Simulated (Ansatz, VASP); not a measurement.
**Zn4SO3 in VASP and in Ansatz**

INCAR

```
SYSTEM = Zn4SO3
ALGO = Normal
EDIFF = 1E-6
ENCUT = 520
GGA = PE
ISIF = 2
ISMEAR = 0
ISPIN = 2
LASPH = .TRUE.
LCHARG = .TRUE.
LELF = .TRUE.
LORBIT = 11
LREAL = .FALSE.
LVHAR = .TRUE.
LWAVE = .FALSE.
MAGMOM = 0 0 0 0 0 1 1 1
NBANDS = 50
NELM = 150
PREC = Accurate
SIGMA = 0.1
```

KPOINTS

```
k-points
0
G
  6 6 2
  0 0 0
```

File POSCAR:

```
Zn4SO3
1.0
    3.4236972000      0.0000000000      0.0000000000
   -1.7118486000      2.9650087000      0.0000000000
    0.0000000000      0.0000000000     11.1011806000
Zn S O
4 1 3
Direct
    0.6666667000      0.3333333000      0.0320510000
    0.6666667000      0.3333333000      0.4917760000
    0.0000000000      0.0000000000      0.2620520000
    0.0000000000      0.0000000000      0.7232950000
    0.0000000000      0.0000000000      0.9356130000
    0.6666667000      0.3333333000      0.2112260000
    0.6666667000      0.3333333000      0.6720480000
    0.0000000000      0.0000000000      0.4419390000
```

Input for Ansatz:

```yaml
crystal:
  lattice:
    - [3.4236972, 0.0, 0.0]
    - [-1.7118486, 2.9650087, 0.0]
    - [0.0, 0.0, 11.1011806]
  atoms:
    - { symbol: Zn, position: [0.6666667, 0.3333333, 0.032051] }
    - { symbol: Zn, position: [0.6666667, 0.3333333, 0.491776] }
    - { symbol: Zn, position: [0.0, 0.0, 0.262052] }
    - { symbol: Zn, position: [0.0, 0.0, 0.723295] }
    - { symbol: S, position: [0.0, 0.0, 0.935613] }
    - { symbol: O, position: [0.6666667, 0.3333333, 0.211226], spin: 1.0 }
    - { symbol: O, position: [0.6666667, 0.3333333, 0.672048], spin: 1.0 }
    - { symbol: O, position: [0.0, 0.0, 0.441939], spin: 1.0 }
basis:
  ecutwfc: 420
kpoints:
  mp_grid: { grid: [6, 6, 2] }
hamiltonian:
  xc: pbe
scf:
  occupations: { method: gaussian, width: 0.1 }
  lower_state_search: "off"
output:
  forces: true
  stress: true
  eigenvalues: true
  populations: true
magnetization:
  spin_polarized: true
```

Alike in both runs: task single point; functional PBE; k mesh 6 × 6 × 2; occupations gaussian, width 0.1 eV; collinear spin.

```csv
,VASP,Ansatz
version,VASP 6.6.1,Ansatz 0.2.0
potentials or method,"VASP PAW PBE potentials, release 64 (Zn, S, O), cutoff 520 eV","scalar-relativistic, plane waves, PAW"
valence electrons in the cell,72,72
```

Ansatz gave:

| Item | Value |
| --- | --- |
| gap on the k mesh at the Fermi level (eV) | none |
| pressure (GPa) | 0.0 |
| traceless stress, the component that is largest in VASP (GPa) | -0.06 |
| rms of the force components (eV/Å) | 0.008 |
| net moment per atom (μB) | 0.00 |

Question: What did VASP give for the same quantities?

Answer: gap on the k mesh at the Fermi level (eV): none; pressure (GPa): 0.6; traceless stress, the component that is largest in VASP (GPa): 0.06; rms of the force components (eV/Å): 0.020; net moment per atom (μB): 0.00.

Atom by atom the forces differ by 0.015 eV/Å (rms over components). A gap of «none» marks a metal or a gap that the smearing closes. Ansatz's warnings: seeded moment not kept.
